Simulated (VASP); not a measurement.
Set up this calculation in VASP 6.6.1, as the native input.

- Task: single point
- Functional: PBE
- Potentials or basis: VASP PAW PBE potentials, release 64 (Ti_sv, Ga_d, C, N)
- Cutoff: 600 eV
- k mesh: 4 × 4 × 4
- Occupations: gaussian, width 0.1 eV
- Spin: collinear spin
- Starting moments: [1.0, 0.0, 0.0, 0.0, 0.0, 0.0, 0.0, 0.0, 0.0, 0.0] μB
- Dipole correction: no
- Further INCAR settings: ALGO = Normal; EDIFF = 1e-06; NBANDS = 46

The structure of TiGaC4N4 lies in POSCAR:

```
TiGaC4N4
1.0
    5.8808898400      0.0000000000      0.0000000000
    0.0000000000      5.8808898400      0.0000000000
    0.0000000000      0.0000000000      5.8808898400
Ti Ga C N
1 1 4 4
Direct
    0.0000000000      0.0000000000      0.0000000000
    0.5000000000      0.5000000000      0.5000000000
    0.1902611400      0.1902611400      0.1902611400
    0.1902611400      0.8097388600      0.8097388600
    0.8097388600      0.1902611400      0.8097388600
    0.8097388600      0.8097388600      0.1902611400
    0.3051246800      0.3051246800      0.3051246800
    0.3051246800      0.6948753200      0.6948753200
    0.6948753200      0.3051246800      0.6948753200
    0.6948753200      0.6948753200      0.3051246800
```

The input as run:

INCAR

```
SYSTEM = TiGaC4N4
  PREC = Accurate
  ENCUT = 600
  EDIFF = 1E-6
  ISMEAR = 0
  SIGMA = 0.1
  LREAL = .False.
  LASPH = .True.
  NELM = 200
  ALGO = Normal
  ISIF = 2
  LWAVE = .False.
  LCHARG = .False.
  ISPIN = 2
  MAGMOM = 1 0 0 0 0 0 0 0 0 0
  LORBIT = 11
  LMAXMIX = 4
  GGA = PE
  NBANDS = 46
  GGA_COMPAT = .False.
```

KPOINTS

```
regular mesh
0
Gamma
  4 4 4
  0 0 0
```

Potentials or basis: VASP PAW PBE potentials, release 64 (Ti_sv, Ga_d, C, N).

The run is started by

```console
$ cat potpaw_PBE.64/Ti_sv/POTCAR potpaw_PBE.64/Ga_d/POTCAR potpaw_PBE.64/C/POTCAR potpaw_PBE.64/N/POTCAR > POTCAR
$ mpirun -np 1 vasp_std > vasp.out
```

It gave:

- Pressure: 4.7 GPa
- Largest force: 3.886 eV/Å
- Net moment: 1.12 μB per cell
- Site moments: Ti +0.57; Ga +0.00; C +0.00; N +0.05 μB
- Valence electrons inside the program's atomic spheres: Ti 10.74; Ga 11.50; C 2.62; N 3.91

Caveat: the cell stands under pressure; a moment this small can come from the mesh or the smearing; forces of over 1 eV/Å act on the atoms, so gaps and moduli don't describe the material at rest.

It took 3.6 min on 1 thread of Oxide Virtual Turin-like Processor, with other jobs on the host, peak memory 0.48 GiB.
